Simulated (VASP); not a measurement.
Write the native input for VASP 6.6.1 that does the following.

```yaml
Task: single point
Functional: PBEsol
Potentials_or_basis: VASP PAW PBE potentials, release 64 (Zn, S)
Cutoff: 520 eV
k_mesh: 8 × 8 × 5
Occupations: fermi-dirac, width 0.03 eV
Spin: no spin polarisation
Dipole_correction: no
Further_INCAR_settings: ALGO = Normal; EDIFF = 1e-06; NBANDS = 26
```

The structure of ZnS lies in POSCAR:

```
ZnS
1.0
    3.7594924842      0.0000000000      0.0000000000
   -1.8797462421      3.2558159966      0.0000000000
    0.0000000000      0.0000000000      6.1497464286
Zn S
2 2
Direct
    0.3333333333      0.6666666667      0.0000000000
    0.6666666667      0.3333333333      0.5000000000
    0.3333333333      0.6666666667      0.3850000000
    0.6666666667      0.3333333333      0.8850000000
```

This cell differs from its parent crystal: volume scaled by 0.96.

The input as run:

INCAR

```
SYSTEM = ZnS
ALGO     = Normal         ! electronic algorithm
EDIFF    = 1E-6           ! SCF threshold, eV
ENCUT    = 520            ! plane-wave cutoff, eV
GGA      = PS             ! functional
ISIF     = 2              ! what is computed and relaxed
ISMEAR   = -1             ! smearing method
LASPH    = .TRUE.         ! aspherical terms in the spheres
LCHARG   = .FALSE.        ! write CHGCAR
LREAL    = .FALSE.        ! projectors in reciprocal space
LWAVE    = .FALSE.        ! write WAVECAR
NBANDS   = 26             ! bands
NELM     = 80             ! most SCF steps
PREC     = Accurate       ! precision mode
SIGMA    = 0.03           ! smearing width, eV
```

KPOINTS

```
k-points
0
G
  8 8 5
  0 0 0
```

Potentials or basis: VASP PAW PBE potentials, release 64 (Zn, S).

The run is started by

```bash
$ cat potpaw_PBE.64/Zn/POTCAR potpaw_PBE.64/S/POTCAR > POTCAR
$ mpirun -np 1 vasp_std > vasp.out
```

It gave:

```json
{
 "Pressure": "2.2 GPa",
 "Largest force": "0.360 eV/Å",
 "Band gap on the k mesh": "2.31 eV, direct"
}
```

Caveat: the PAW data sets were made with another functional, which shifts forces and pressure a little.

Run time: 18 s on 1 thread of Intel(R) Xeon(R) 6975P-C (Granite Rapids), on a shared host, peak memory 0.2 GiB.
